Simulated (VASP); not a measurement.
Runs of VASP 6.6.1 on HfO2. The structure is that of space group P4_2/mnm (No. 136), or close to it. The cells are those of the table. 

```csv
cell,gap on the mesh (eV),pressure (GPa),largest force (eV/Å)
"a = 4.908, b = 4.908, c = 3.268 Å, 6 atoms",3.56,-17.5,0.25
"a = 4.877, b = 4.877, c = 3.248 Å, 6 atoms",3.63,-14.1,0.20
"a = 4.814, b = 4.814, c = 3.205 Å, 6 atoms",3.77,-6.0,0.08
"a = 4.748, b = 4.748, c = 3.162 Å, 6 atoms",3.93,4.1,0.06
"a = 4.845, b = 4.845, c = 3.227 Å, 6 atoms",(b),-10.2,0.14
"a = 4.715, b = 4.715, c = 3.140 Å, 6 atoms",4.01,10.0,0.13
"a = 4.781, b = 4.781, c = 3.184 Å, 6 atoms",3.85,-1.2,(a)
```

Alike in all rows: task single point; level LDA; potentials or basis VASP PAW LDA potentials, release 64 (Hf_pv, O); no spin polarisation; k mesh 4 × 4 × 6; cutoff (eV) 520; smearing gaussian 0.01 eV.

Q: Estimate the missing entries.

A: (a) 0.01; (b) 3.70.

Caveats: spin-orbit coupling is left out, which moves the levels of the heavy elements.

A k mesh can miss the band edges, and the runs leave out spin-orbit coupling on Hf.
